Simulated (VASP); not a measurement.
Runs of VASP 6.6.1 on SnO2. The structure is that of space group C2/m (No. 12), or close to it. The cells are those of the table. 

```tsv
cell	gap on the mesh (eV)	pressure (GPa)	largest force (eV/Å)
a = 3.237, b = 3.237, c = 13.519 Å, angles 79.7, 79.7, 60.0°, 9 atoms	1.62	0.6	0.17
a = 3.237, b = 3.237, c = 13.634 Å, angles 73.4, 73.4, 60.0°, 9 atoms	1.27	1.6	0.64
a = 3.237, b = 3.237, c = 13.965 Å, angles 73.8, 73.8, 60.0°, 9 atoms	1.58	0.6	0.17
a = 3.237, b = 3.237, c = 13.647 Å, angles 77.7, 77.7, 60.0°, 9 atoms	(a)	0.8	0.22
a = 3.237, b = 3.237, c = 13.687 Å, angles 88.0, 88.0, 60.0°, 9 atoms	1.77	0.2	0.26
a = 3.237, b = 3.237, c = 14.083 Å, angles 78.1, 78.1, 60.0°, 9 atoms	1.74	0.4	0.21
a = 3.237, b = 3.237, c = 16.468 Å, angles 74.6, 74.6, 60.0°, 9 atoms	1.93	0.4	0.25
a = 3.237, b = 3.237, c = 13.308 Å, angles 77.4, 77.4, 60.0°, 9 atoms	1.13	2.0	0.88
a = 3.237, b = 3.237, c = 16.305 Å, angles 76.2, 76.2, 60.0°, 9 atoms	1.93	0.4	0.25
a = 3.237, b = 3.237, c = 12.933 Å, angles 79.2, 79.2, 60.0°, 9 atoms	1.09	2.7	(b)
a = 3.237, b = 3.237, c = 14.386 Å, angles 88.1, 88.1, 60.0°, 9 atoms	(c)	0.3	0.26
a = 3.237, b = 3.237, c = 13.960 Å, angles 80.0, 80.0, 60.0°, 9 atoms	1.76	0.3	0.24
```

Alike in all rows: task single point; level PBE+D3(BJ); potentials or basis VASP PAW PBE potentials, release 64 (Sn_d, O); no spin polarisation; k mesh 9 × 9 × 2; cutoff (eV) 520; smearing gaussian 0.05 eV.

Task: Estimate the missing entries.

Result: (a) 1.54; (b) 1.34; (c) 1.86.

Caveats: spin-orbit coupling is left out, which moves the levels of the heavy elements; forces of over 1 eV/Å act on the atoms, so gaps and moduli don't describe the material at rest (some runs).

A k mesh can miss the band edges, and the runs leave out spin-orbit coupling on Sn.
